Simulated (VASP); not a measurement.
# NaH (Fm-3m) in VASP: notebook

Runs on NaH. Level: PBE. Tasks: single point.

Everything below comes from runs of VASP 6.6.1. Logs are shortened: lines on timing, memory, paths and dates and some standing lists are left out, and cuts for length are marked.

## Step 1: The cell of the first run

The structure is cubic, space group Fm-3m (No. 225). The conventional cell has a = 4.880 Å, b = 4.880 Å, c = 4.880 Å, α = 90.00°, β = 90.00°, γ = 90.00°. Within 3.2 Å of Na (site symmetry m-3m) lie 6 H at 2.44 Å. Within 3.2 Å of H (site symmetry m-3m) lie 6 Na at 2.44 Å.

## Step 2: Single point, PBE

INCAR

```
SYSTEM = NaH
PREC     = Accurate       ! precision mode
ENCUT    = 520            ! plane-wave cutoff, eV
EDIFF    = 1E-6           ! SCF threshold, eV
ISMEAR   = -1             ! smearing method
SIGMA    = 0.02           ! smearing width, eV
LREAL    = .FALSE.        ! projectors in reciprocal space
LASPH    = .TRUE.         ! aspherical terms in the spheres
NELM     = 80             ! most SCF steps
ALGO     = Normal         ! electronic algorithm
ISIF     = 2              ! what is computed and relaxed
LWAVE    = .FALSE.        ! write WAVECAR
LCHARG   = .FALSE.        ! write CHGCAR
GGA      = PE             ! functional
NBANDS   = 11             ! bands
```

KPOINTS

```
regular mesh
0
G
  3 3 3
  0 0 0
```

POSCAR

```
NaH
1.0
    0.0000000000      2.4400000000      2.4400000000
    2.4400000000      0.0000000000      2.4400000000
    2.4400000000      2.4400000000      0.0000000000
Na H
1 1
Direct
    0.0000000000      0.0000000000      0.0000000000
    0.5000000000      0.5000000000      0.5000000000
```

Potentials or basis: VASP PAW PBE potentials, release 64 (Na_pv, H).

The run is started by

```bash
$ cat potpaw_PBE.64/Na_pv/POTCAR potpaw_PBE.64/H/POTCAR > POTCAR
$ mpirun -np 1 vasp_std > vasp.out
```

OUTCAR:

```text
SYSTEM = NaH
   PREC = Accurate
   ENCUT = 520
   EDIFF = 1E-6
   ISMEAR = -1
   LREAL = .FALSE.
   LASPH = .TRUE.
   NELM = 80
   ISIF = 2
   GGA = PE

 ion  position               nearest neighbor table
   1  0.000  0.000  0.000-
   2  0.500  0.500  0.500-

  LATTYP: Found a face centered cubic cell.
 ALAT       =     4.8800000000

  Lattice vectors:

 A1 = (   0.0000000000,   2.4400000000,   2.4400000000)
 A2 = (   2.4400000000,   0.0000000000,   2.4400000000)
 A3 = (   2.4400000000,   2.4400000000,   0.0000000000)

Analysis of symmetry for initial positions (statically):
=====================================================================
 Subroutine PRICEL returns:
 Original cell was already a primitive cell.

 Routine SETGRP: Setting up the symmetry group for a
 face centered cubic supercell.

 Subroutine GETGRP returns: Found 48 space group operations
 (whereof 48 operations were pure point group operations)
 out of a pool of 48 trial point group operations.

The static configuration has the point symmetry O_h .

Analysis of symmetry for dynamics (positions and initial velocities):
=====================================================================
 Subroutine PRICEL returns:
 Original cell was already a primitive cell.

 Routine SETGRP: Setting up the symmetry group for a
 face centered cubic supercell.

 Subroutine GETGRP returns: Found 48 space group operations
 (whereof 48 operations were pure point group operations)
 out of a pool of 48 trial point group operations.

The dynamic configuration has the point symmetry O_h .

 Subroutine INISYM returns: Found 48 space group operations
 (whereof 48 operations are pure point group operations),
 and found     1 'primitive' translations

----------------------------------------------------------------------------------------

                                     Primitive cell

  volume of cell :      29.0536

  direct lattice vectors                    reciprocal lattice vectors
     0.000000000  2.440000000  2.440000000    -0.204918033  0.204918033  0.204918033
     2.440000000  0.000000000  2.440000000     0.204918033 -0.204918033  0.204918033
     2.440000000  2.440000000  0.000000000     0.204918033  0.204918033 -0.204918033

  length of vectors
     3.450681092  3.450681092  3.450681092     0.354928444  0.354928444  0.354928444

  position of ions in fractional coordinates (direct lattice)
     0.000000000  0.000000000  0.000000000
     0.500000000  0.500000000  0.500000000

  ion indices of the primitive-cell ions
   primitive index   ion index
                 1           1
                 2           2

----------------------------------------------------------------------------------------

 KPOINTS: regular mesh

Automatic generation of k-mesh.
 Grid dimensions read from file:
 generate k-points for:    3    3    3

 Generating k-lattice:

  Cartesian coordinates                     Fractional coordinates (reciprocal lattice)
    -0.068306011  0.068306011  0.068306011     0.333333333  0.000000000  0.000000000
     0.068306011 -0.068306011  0.068306011     0.000000000  0.333333333  0.000000000
     0.068306011  0.068306011 -0.068306011     0.000000000  0.000000000  0.333333333

  Length of vectors
     0.118309481  0.118309481  0.118309481

  Shift w.r.t. Gamma in fractional coordinates (k-lattice)
     0.000000000  0.000000000  0.000000000

 Subroutine IBZKPT returns following result:
 ===========================================

 Found      4 irreducible k-points:

 Following reciprocal coordinates:
            Coordinates               Weight
  0.000000  0.000000  0.000000      1.000000
  0.333333  0.000000  0.000000      8.000000
  0.333333  0.333333  0.000000      6.000000
 -0.333333  0.333333  0.000000     12.000000
   k-points           NKPTS =      4   k-points in BZ     NKDIM =      4   number of bands    NBANDS=     11
   number of dos      NEDOS =    301   number of ions     NIONS =      2
   total plane-waves  NPLWV =  21952
   dimension x,y,z NGX =    28 NGY =   28 NGZ =   28
   dimension x,y,z NGXF=    56 NGYF=   56 NGZF=   56
   ions per type =               1   1
   NGX,Y,Z   is equivalent  to a cutoff of  13.49, 13.49, 13.49 a.u.
   NGXF,Y,Z  is equivalent  to a cutoff of  26.98, 26.98, 26.98 a.u.
 SYSTEM =  NaH
   PREC   = accura    normal or accurate (medium, high low for compatibility)
   ISTART =      0    job   : 0-new  1-cont  2-samecut
   ICHARG =      2    charge: 1-file 2-atom 10-const
   ISPIN  =      1    spin polarized calculation?
   LNONCOLLINEAR =      F non collinear calculations
   LSORBIT =      F    spin-orbit coupling
   LASPH  =      T    aspherical Exc in radial PAW
   ENCUT  =  520.0 eV  38.22 Ry    6.18 a.u.   6.42  6.42  6.42*2*pi/ulx,y,z
   NELM   =     80;   NELMIN=  2; NELMDL= -5     # of ELM steps
   EDIFF  = 0.1E-05   stopping-criterion for ELM
   LREAL  =      F    real-space projection
   EDIFFG = 0.1E-04   stopping-criterion for IOM
   NSW    =      0    number of steps for IOM
   IBRION =     -1    ionic relax: 0-MD 1-quasi-New 2-CG
   NFREE  =      0    steps in history (QN), initial steepest desc. (CG)
   ISIF   =      2    stress and relaxation
   ISYM   =      2    0-nonsym 1-usesym 2-fastsym
   POTIM  = 0.5000    time-step for ionic-motion
   TEBEG  =    0.0;   TEEND  =   0.0 temperature during run
   PSTRESS=    0.0 pullay stress
   NELECT =       8.0000    total number of electrons
   NUPDOWN=      -1.0000    fix difference up-down
   EMIN   =  10.00;   EMAX   =-10.00  energy-range for DOS
   EFERMI =   0.00;   METHOD = LEGACY
   ISMEAR =    -1;   SIGMA  =   0.02  broadening in eV -4-tet -1-fermi 0-gaus
   EFERMI_NEDOS =   21; number of points for ismear=-14 and -15
   IALGO  =     38    algorithm
   IMIX   =      4    mixing-type and parameters
     AMIX     =   0.40;   BMIX     =  1.00
     AMIX_MAG =   1.60;   BMIX_MAG =  1.00
  volume/ion in A,a.u.               =      14.53        98.03
  Fermi-wavevector in a.u.,A,eV,Ry     =   1.065054  2.012660 15.433636  1.134340
  Thomas-Fermi vector in A             =   2.200593
   LORBIT       =      0    0 simple, 1 ext, 2 COOP (PROOUT), +10 PAW based schemes
   GGA     = PE    functional components
   LHFCALC =     F    Hartree Fock is set to
   AEXX    =    0.0000 exact exchange contribution
   IVDW    =     0    specifies the selected vdW correction
   LEPSILON=     F    determine dielectric tensor
   LRPA    =     F    only Hartree local field effects (RPA)
 non-spin polarized calculation
  energy-cutoff  :      520.00
  volume of cell :       29.05
 maximum number of plane-waves:       797
 NGX is ok and might be reduce to    28
   NGX = 13   NGY = 13   NGZ = 13

 number of electron       8.0000008 magnetization

 Free energy of the ion-electron system (eV)
  ---------------------------------------------------
  ext. energy  EPLUGINS =         0.00000000
  ---------------------------------------------------
  free energy    TOTEN  =        -5.10037535 eV

  energy without entropy =       -5.10037535  energy(sigma->0) =       -5.10037535

 E-fermi :  -0.9353     XC(G=0):  -7.6757

 val. band max:       -1.4707616422   @ k =  -0.3333   0.3333   0.0000
 cond. band min:       4.2843548265   @ k =   0.3333   0.0000   0.0000
 fundamental gap:      5.7551164688
 Fermi energy:        -0.9353411773

 k-point     1 :       0.0000    0.0000    0.0000
  band No.  band energies     occupation
      1     -23.3572      2.00000
      2     -23.3572      2.00000
      3     -23.3572      2.00000
      4      -4.7461      2.00000
      5       8.9486      0.00000
      6      14.1768      0.00000
      7      14.1768      0.00000
      8      14.1768      0.00000
      9      14.9659      0.00000
     10      14.9659      0.00000
     11      14.9659      0.00000

 k-point     2 :       0.3333    0.0000    0.0000
  band No.  band energies     occupation
      1     -23.4208      2.00000
      2     -23.3649      2.00000
      3     -23.3649      2.00000
      4      -3.0542      2.00000
      5       4.2844      0.00000
      6       9.6683      0.00000
      7      12.2547      0.00000
      8      12.2547      0.00000
      9      15.3783      0.00000
     10      15.3783      0.00000
     11      17.5117      0.00000

 k-point     3 :       0.3333    0.3333    0.0000
  band No.  band energies     occupation
      1     -23.4156      2.00000
      2     -23.3789      2.00000
      3     -23.3789      2.00000
      4      -2.5765      2.00000
      5       4.8573      0.00000
      6       9.4062      0.00000
      7       9.8472      0.00000
      8       9.8472      0.00000
      9      11.6421      0.00000
     10      19.6374      0.00000
     11      21.8614      0.00000

 k-point     4 :      -0.3333    0.3333    0.0000
  band No.  band energies     occupation
      1     -23.4129      2.00000
      2     -23.4105      2.00000
      3     -23.3758      2.00000
      4      -1.4708      2.00000
      5       4.3905      0.00000
      6       4.5913      0.00000
      7      10.3316      0.00000
      8      10.8837      0.00000
      9      16.8049      0.00000
     10      19.6952      0.00000
     11      20.0248      0.00000

------------------------ aborting loop because EDIFF is reached ----------------------------------------

  FORCE on cell =-STRESS in cart. coord.  units (eV):
  Direction    XX          YY          ZZ          XY          YZ          ZX
  --------------------------------------------------------------------------------------
  -------------------------------------------------------------------------------------
  Total       -0.1356707     -0.1356707     -0.1356707     -0.0000000      0.0000000     -0.0000000
  in kB       -7.4816462     -7.4816462     -7.4816462     -0.0000000      0.0000000     -0.0000000
  external PRESSURE =      -7.4816462 kB  Pullay stress =       0.0000000 kB

 VOLUME and BASIS-vectors are now :
 -----------------------------------------------------------------------------
  energy-cutoff  :      520.00
  volume of cell :       29.05
      direct lattice vectors                 reciprocal lattice vectors
     0.000000000  2.440000000  2.440000000    -0.204918033  0.204918033  0.204918033
     2.440000000  0.000000000  2.440000000     0.204918033 -0.204918033  0.204918033
     2.440000000  2.440000000  0.000000000     0.204918033  0.204918033 -0.204918033

 POSITION                                       TOTAL-FORCE (eV/Angst)
 -----------------------------------------------------------------------------------
      0.00000      0.00000      0.00000         0.000000      0.000000      0.000000
      2.44000      2.44000      2.44000         0.000000      0.000000     -0.000000
 -----------------------------------------------------------------------------------
    total drift:                               -0.000000     -0.000000     -0.000000

  FREE ENERGIE OF THE ION-ELECTRON SYSTEM (eV)
  ---------------------------------------------------
  free  energy   TOTEN  =        -5.1003753513 eV

  energy  without entropy=       -5.1003753513  energy(sigma->0) =       -5.10037535
```

Wall time 3.1 s (1 thread of Intel Xeon 6975P-C (Granite Rapids), shared host); peak memory 0.14 GiB.

What came out:

| Property | Result |
| --- | --- |
| Free energy | -5.1004 eV |
| Pressure | -0.7 GPa |
| Band gap on the k mesh | 5.76 eV, indirect (least direct gap 5.86 eV) |

Caveat: the k points lie up to 0.74 Å⁻¹ apart.

## Step 3: Single point, PBE

INCAR

```
SYSTEM = NaH
PREC     = Accurate       ! precision mode
ENCUT    = 520            ! plane-wave cutoff, eV
EDIFF    = 1E-6           ! SCF threshold, eV
ISMEAR   = -1             ! smearing method
SIGMA    = 0.02           ! smearing width, eV
LREAL    = .False.        ! projectors in reciprocal space
LASPH    = .True.         ! aspherical terms in the spheres
NELM     = 100            ! most SCF steps
ALGO     = Normal         ! electronic algorithm
ISIF     = 2              ! what is computed and relaxed
LWAVE    = .False.        ! write WAVECAR
LCHARG   = .False.        ! write CHGCAR
GGA      = PE             ! functional
NBANDS   = 11             ! bands
```

KPOINTS

```
Automatic mesh
0
Gamma
  4 4 4
  0 0 0
```

POSCAR is that of step 2.

Potentials or basis: VASP PAW PBE potentials, release 64 (Na_pv, H).

The run is started by

```bash
$ cat potpaw_PBE.64/Na_pv/POTCAR potpaw_PBE.64/H/POTCAR > POTCAR
$ mpirun -np 1 vasp_std > vasp.out
```

Wall time 3.4 s (1 thread of Intel Xeon 6975P-C (Granite Rapids), shared host); peak memory 0.14 GiB.

The run converged. Its results:

```yaml
Free_energy: -5.0861 eV
Pressure: -0.7 GPa
Band_gap_on_the_k_mesh: 3.71 eV, indirect (least direct gap 4.55 eV)
```

Levels at points of the mesh, in eV from the valence-band top:
| k point | band 1 | band 2 | band 3 | band 4 | band 5 | band 6 | band 7 | band 8 | band 9 |
| --- | --- | --- | --- | --- | --- | --- | --- | --- | --- |
| (0.00, 0.00, 0.00) | -22.15 | -22.15 | -22.15 | -3.54 | 10.16 | 15.39 | 15.39 | 15.39 | 16.17 |
| (0.50, 0.00, 0.00) | -22.24 | -22.16 | -22.16 | -0.84 | 3.71 | 10.58 | 13.20 | 13.20 | 16.06 |
| (0.50, 0.50, 0.00) | -22.23 | -22.18 | -22.18 | -0.17 | 4.58 | 9.93 | 10.49 | 10.49 | 11.47 |

Caveat: the k points lie up to 0.56 Å⁻¹ apart.

## Step 4: Single point, PBE

INCAR

```
PREC = Accurate
ENCUT = 520
EDIFF = 1E-6
ISMEAR = -1
SIGMA = 0.02
LREAL = F
LASPH = T
NELM = 80
ALGO = Normal
ISIF = 2
LWAVE = F
LCHARG = F
GGA = PE
NBANDS = 11
```

KPOINTS

```
regular mesh
0
Gamma
  7 7 7
```

POSCAR is that of step 3.

The run is started by

```bash
$ cat potpaw_PBE.64/Na_pv/POTCAR potpaw_PBE.64/H/POTCAR > POTCAR
$ mpirun -np 1 vasp_std > vasp.out
```

Run time: 5.8 s. Hardware: 1 thread of Intel Xeon 6975P-C (Granite Rapids), shared host; peak memory 0.14 GiB.

It converged, with:

| Item | Value |
| --- | --- |
| Free energy | -5.0860 eV |
| Pressure | -0.7 GPa |
| Band gap on the k mesh | 4.18 eV, indirect (least direct gap 4.80 eV) |

Levels at points of the mesh, in eV from the valence-band top:
```
           k point  band 1  band 2  band 3  band 4  band 5  band 6  band 7  band 8
(0.00, 0.00, 0.00)  -22.07  -22.07  -22.07   -3.45   10.25   15.47   15.47   15.47
```

A k mesh can miss the band edges.

## Step 5: The runs side by side

| k mesh | gap on the mesh (eV) | pressure (GPa) |
| --- | --- | --- |
| 3 × 3 × 3 | 5.76 | -0.7 |
| 4 × 4 × 4 | 3.71 | -0.7 |
| 7 × 7 × 7 | 4.18 | -0.7 |

Alike in all rows: task single point; level PBE; potentials or basis VASP PAW PBE potentials, release 64 (Na_pv, H); no spin polarisation; cell as given; cutoff (eV) 520; smearing fermi-dirac 0.02 eV.

Caveats: some runs use coarse meshes.

Total energies depend on the potentials used, so only differences within one code and one set of settings carry meaning.
